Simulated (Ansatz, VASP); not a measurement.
**W in VASP and in Ansatz**

```
W
1.0
     5.08300    0.00000    0.00000
     0.00000    5.08300    0.00000
     0.00000    0.00000    5.08300
W
8
Cartesian
  0.0000 0.0000 0.0000
  2.5415 2.5415 2.5415
  0.0000 2.5415 1.2708
  0.0000 2.5415 3.8123
  1.2708 0.0000 2.5415
  3.8123 0.0000 2.5415
  2.5415 3.8123 0.0000
  2.5415 1.2708 0.0000
```

Alike in both runs: task electric field gradients; functional LDA; k mesh 9 × 9 × 9; occupations fermi-dirac, width 0.05 eV; no spin polarisation.

|  | VASP | Ansatz |
| --- | --- | --- |
| version | VASP 6.6.1 | Ansatz 0.2.0 |
| potentials or method | VASP PAW LDA potentials, release 64 (W_sv) | plane-wave PAW, scalar-relativistic |
| plane-wave cutoff (eV) | 520 | 420 |
| valence electrons in the cell | 112 | 112 |

|  | VASP | Ansatz | Ansatz less VASP |
| --- | --- | --- | --- |
| pressure (GPa) | -12.5 | -14.1 | -1.66 |
| size of Vzz on the site where it differs most (V/Å²) | 33.7 | 63.9 | +30.17 |

LDA's correlation is that of Perdew and Zunger in VASP and of Perdew and Wang (1992) in Ansatz.

Neither program's run includes spin-orbit coupling.
